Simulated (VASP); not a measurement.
Pt, 2 atoms in the cell. Symmetry: P6_3/mmc, No. 194, hexagonal system. The conventional cell has a = 2.761 Å, b = 2.761 Å, c = 4.792 Å, α = 90.00°, β = 90.00°, γ = 120.00°. Within 3.6 Å of Pt (site symmetry -6m2) lie 12 Pt at 2.76 to 2.88 Å. This isn't the form of Pt at room conditions, which is fcc.

| Item | Value |
| --- | --- |
| Program | VASP 6.6.1 |
| Task | single point |
| Functional | PBE |
| Potentials or basis | VASP PAW PBE potentials, release 64 (Pt) |
| Cutoff | 520 eV |
| k mesh | 12 × 12 × 6 |
| Occupations | fermi-dirac, width 0.03 eV |
| Spin | collinear spin |
| Starting moments | [1.2, 1.2] μB |
| Fixed moment | 2.4 μB |
| Dipole correction | no |
| Further INCAR settings | ALGO = Normal; EDIFF = 1e-06; NBANDS = 21 |

Potentials or basis: VASP PAW PBE potentials, release 64 (Pt).

Command:

```bash
$ cat potpaw_PBE.64/Pt/POTCAR > POTCAR
$ mpirun -np 1 vasp_std > vasp.out
```

Hardware: 1 thread of Intel(R) Xeon(R) Platinum 8488C (Sapphire Rapids), on a shared host.

Q: Estimate the wall time of this run.

A: Run time: 54 s on 1 thread of Intel(R) Xeon(R) Platinum 8488C (Sapphire Rapids), on a shared host, peak memory 0.21 GiB. Counts: scf iterations 13, k points 76.
